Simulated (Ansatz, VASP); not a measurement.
## One calculation of IrC3, two programs

The input INCAR:

```
ALGO     = Normal         # electronic algorithm
EDIFF    = 1E-7           # SCF threshold, eV
EDIFFG   = -0.04          # ionic threshold
ENCUT    = 600            # plane-wave cutoff, eV
GGA      = PE             # functional
IBRION   = 2              # ionic algorithm
ISIF     = 3              # what is computed and relaxed
ISMEAR   = 0              # smearing method
LASPH    = T              # aspherical terms in the spheres
LCHARG   = F              # write CHGCAR
LREAL    = F              # projectors in reciprocal space
LWAVE    = F              # write WAVECAR
NELM     = 100            # most SCF steps
NSW      = 90             # ionic steps
PREC     = Accurate       # precision mode
SIGMA    = 0.1            # smearing width, eV
```

The input KPOINTS:

```
k-points
0
Gamma
  6 6 6
```

POSCAR

```
IrC3
1.0
   -2.2590288800      2.2590288800      2.2590288800
    2.2590288800     -2.2590288800      2.2590288800
    2.2590288800      2.2590288800     -2.2590288800
Ir C
1 3
Direct
    0.0000000000      0.0000000000      0.0000000000
    0.0000000000      0.5000000000      0.5000000000
    0.5000000000      0.0000000000      0.5000000000
    0.5000000000      0.5000000000      0.0000000000
```

Input for Ansatz:

```yaml
crystal:
  lattice:
    - [-2.25902888, 2.25902888, 2.25902888]
    - [2.25902888, -2.25902888, 2.25902888]
    - [2.25902888, 2.25902888, -2.25902888]
  atoms:
    - { symbol: Ir, position: [0.0, 0.0, 0.0] }
    - { symbol: C, position: [0.0, 0.5, 0.5] }
    - { symbol: C, position: [0.5, 0.0, 0.5] }
    - { symbol: C, position: [0.5, 0.5, 0.0] }
basis:
  ecutwfc: 420
kpoints:
  mp_grid: { grid: [6, 6, 6] }
hamiltonian:
  xc: pbe
scf:
  occupations: { method: gaussian, width: 0.1 }
  lower_state_search: "off"
output:
  forces: true
  stress: true
  eigenvalues: true
relax:
  adjacent_minimum: "off"
  f_tol: 0.04
  max_steps: 70
  cell: { stress_tol: 0.4 }
```

Alike in both runs: task relaxation of cell and atoms; functional PBE; k mesh 6 × 6 × 6; occupations gaussian, width 0.1 eV; no spin polarisation.

|  | VASP | Ansatz |
| --- | --- | --- |
| version | VASP 6.6.1 | Ansatz 0.2.0 |
| potentials or method | VASP PAW PBE potentials, release 64 (Ir, C), cutoff 600 eV | scalar-relativistic, plane waves, PAW |
| valence electrons in the cell | 21 | 29 |

```tsv
	VASP	Ansatz	Ansatz less VASP
gap on the k mesh at the Fermi level, each at its own relaxed structure (eV)	none	none	-
relaxed volume (Å³/atom)	8.96	8.93	-0.028
relaxed cell length with the largest relative difference (Å)	3.598	3.594	-0.0037
```

A gap of «none» marks a metal or a gap that the smearing closes. VASP's potentials hold 21 valence electrons a cell and Ansatz's 29, so a difference there can come from the potentials and not from the codes.

Neither program's run includes spin-orbit coupling. Noted on VASP's run: the volume moved by over 15 % at a fixed basis, so the end points are rough.
